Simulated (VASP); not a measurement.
## Cd: single point with PBEsol

Crystal: Cd.

```
CELL_PARAMETERS angstrom
2.84712 0.00000 0.00000
-1.42356 2.46568 0.00000
0.00000 0.00000 5.56983
ATOMIC_POSITIONS crystal
Cd 0.33333 0.66667 0.25000
Cd 0.66667 0.33333 0.75000
```

| Property | Result |
| --- | --- |
| Program | VASP 6.6.1 |
| Task | single point |
| Functional | PBEsol |
| Potentials or basis | VASP PAW PBE potentials, release 64 (Cd_sv_GW) |
| Cutoff | 630 eV |
| k mesh | 20 × 20 × 9 |
| Occupations | fermi-dirac, width 0.1 eV |
| Spin | no spin polarisation |

| Item | Value |
| --- | --- |
| Pressure | 6.3 GPa |
| Band gap on the k mesh | zero (bands 20 and 21 overlap by 4.83 eV) |

Stress tensor (GPa, compression positive):
```
7.78 0.00 0.00
0.00 7.78 0.00
0.00 0.00 3.46
```

Levels at points of the mesh, in eV from the Fermi level:
```
           k point  band 16  band 17  band 18  band 19  band 20  band 21  band 22  band 23  band 24  band 25
(0.00, 0.00, 0.00)    -8.79    -8.79    -8.53    -8.53    -3.70    -3.38     9.84    14.21    14.96    15.39
(0.50, 0.00, 0.00)    -8.60    -8.16    -8.14    -2.55    -1.73     1.98     3.04     3.58     5.44     9.08
```

Wall time 97 s on 1 thread of Intel(R) Xeon(R) Platinum 8559C (Emerald Rapids), on a shared host, peak memory 0.4 GiB.

Caveat: the cell stands under pressure; the PAW data sets were made with another functional, which shifts forces and pressure a little.
